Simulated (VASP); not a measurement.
Here is a VASP 6.6.1 calculation.

Contents of INCAR:

```
SYSTEM = CeO2
  ALGO = Normal
  EDIFF = 1E-7
  ENCUT = 520
  GGA = RE
  ISIF = 2
  ISMEAR = -1
  ISPIN = 2
  IVDW = 12
  LASPH = .TRUE.
  LCHARG = .FALSE.
  LMAXMIX = 6
  LORBIT = 11
  LREAL = .FALSE.
  LWAVE = .FALSE.
  MAGMOM = 1 0 0
  NBANDS = 23
  NELM = 150
  PREC = Accurate
  SIGMA = 0.05
```

Contents of KPOINTS:

```
k-points
0
G
  9 9 9
  0 0 0
```

Contents of POSCAR:

```
CeO2
1.0
    0.0000000000      2.7170006755      2.7170006755
    2.7170006755      0.0000000000      2.7170006755
    2.7170006755      2.7170006755      0.0000000000
Ce O
1 2
Direct
    0.0000000000      0.0000000000      0.0000000000
    0.7500000000      0.7500000000      0.7500000000
    0.2500000000      0.2500000000      0.2500000000
```

Potentials or basis: VASP PAW PBE potentials, release 64 (Ce, O).

Command:

```bash
$ cat potpaw_PBE.64/Ce/POTCAR potpaw_PBE.64/O/POTCAR > POTCAR
$ mpirun -np 1 vasp_std > vasp.out
```

Task: What does it give for the pressure?

Result: 0.0 GPa.

Task: Predict the dispersion energy per atom.

Result: -0.451 eV.

Task: Predict the band gap on the k mesh.

Result: 1.98 eV (least direct gap 2.04 eV).

Caveat: the magnetic or orbital state may not be the lowest; the moments typed at the start vanished in this run; the PAW data sets were made with another functional, which shifts forces and pressure a little; spin-orbit coupling is left out, which moves the levels of the heavy elements; an odd mesh through Γ misses points on the zone boundary, where band edges can lie. The state reached can hang on the start; a lower one may exist.
